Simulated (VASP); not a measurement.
Set up this calculation in VASP 6.6.1, as the native input.

```yaml
Task: single point
Functional: HSE06
Potentials_or_basis: VASP PAW PBE potentials, release 64 (Sb)
Cutoff: 520 eV
k_mesh: 5 × 5 × 5
Occupations: fermi-dirac, width 0.05 eV
Spin: non-collinear spin, zero start, spin-orbit coupling
Starting_moments: "[[0.0, 0.0, 0.0]] μB"
Dipole_correction: no
Grid_for_exact_exchange_PRECFOCK: Normal
Further_INCAR_settings: ALGO = Normal; EDIFF = 1e-07; NBANDS = 16
Share_of_exact_exchange: 0.25
Screening_parameter: 0.2079 1/Å
```

The system is Sb.

```
Sb
1.0
    -1.57654    1.57654    2.71194
     1.57654   -1.57654    2.71194
     1.57654    1.57654   -2.71194
Sb
1
Direct
  0.00000 0.00000 0.00000
```

These files were run (other wordings do the same):

POSCAR

```
Sb
1.0
   -1.5765401831      1.5765401831      2.7119384313
    1.5765401831     -1.5765401831      2.7119384313
    1.5765401831      1.5765401831     -2.7119384313
Sb
1
Direct
    0.0000000000      0.0000000000      0.0000000000
```

INCAR.step1

```
ALGO = Normal
EDIFF = 1E-5
ENCUT = 520
GGA = PE
GGA_COMPAT = F
ISIF = 2
ISMEAR = -1
LASPH = T
LCHARG = F
LNONCOLLINEAR = T
LORBIT = 11
LORBMOM = T
LREAL = F
LSORBIT = T
LWAVE = T
MAGMOM = 0 0 0
NBANDS = 16
NELM = 150
PREC = Accurate
SIGMA = 0.05
```

INCAR.step2

```
ALGO = Normal
EDIFF = 1E-7
ENCUT = 520
GGA = PE
GGA_COMPAT = F
HFSCREEN = 0.2079
ISIF = 2
ISMEAR = -1
ISTART = 1
LASPH = T
LCHARG = F
LHFCALC = T
LNONCOLLINEAR = T
LORBIT = 11
LORBMOM = T
LREAL = F
LSORBIT = T
LWAVE = F
MAGMOM = 0 0 0
NBANDS = 16
NELM = 150
PREC = Accurate
PRECFOCK = Normal
SIGMA = 0.05
```

KPOINTS

```
k-points
0
Gamma
  5 5 5
```

Potentials or basis: VASP PAW PBE potentials, release 64 (Sb).

Run with:

```console
$ cat potpaw_PBE.64/Sb/POTCAR > POTCAR
$ cp INCAR.step1 INCAR
$ mpirun -np 1 vasp_ncl > vasp.out
$ cp INCAR.step2 INCAR
$ mpirun -np 1 vasp_ncl > vasp.out
```

Results of the run:

| Property | Result |
| --- | --- |
| Pressure | -1.3 GPa |
| Net moment | 0.00 μB per cell |
| Valence electrons inside the program's atomic spheres | Sb 2.49 |

Caveat: the k points lie up to 0.46 Å⁻¹ apart; the PAW data sets were made with another functional, which shifts forces and pressure a little.

Run time: 58 min on 1 thread of Intel Xeon 8259CL (shared host), peak memory 0.34 GiB.
